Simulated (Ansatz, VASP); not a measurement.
## Al3C4 in VASP and in Ansatz

```
CELL_PARAMETERS angstrom
4.13960 0.00000 0.00000
0.00000 4.13960 0.00000
0.00000 0.00000 4.78331
ATOMIC_POSITIONS crystal
Al 0.00000 0.00000 0.25995
Al 0.00000 0.00000 0.74005
Al 0.50000 0.50000 0.00000
C 0.32038 0.32038 0.50000
C 0.67962 0.67962 0.50000
C 0.67962 0.32038 0.50000
C 0.32038 0.67962 0.50000
```

Alike in both runs: task single point; functional PBE; k mesh 4 × 4 × 4; occupations gaussian, width 0.1 eV; collinear spin.

```csv
,VASP,Ansatz
version,VASP 6.6.1,Ansatz 0.2.0
potentials or method,"VASP PAW PBE potentials, release 64 (Al, C_h), cutoff 1300 eV","scalar-relativistic, plane waves, PAW"
valence electrons in the cell,25,25
```

Ansatz gave:

```
gap on the k mesh at the Fermi level (eV)                     : none
pressure (GPa)                                                : 0.0
traceless stress, the component that is largest in VASP (GPa) : -0.03
net moment per atom (μB)                                      : 0.00
```

Task: Estimate VASP's values.

Result: gap on the k mesh at the Fermi level (eV): none; pressure (GPa): 0.0; traceless stress, the component that is largest in VASP (GPa): -0.08; net moment per atom (μB): 0.00.

A gap of «none» marks a metal or a gap that the smearing closes. Ansatz's warnings: seeded moment not kept.

The k mesh is coarse, so the values compare programs but aren't converged.
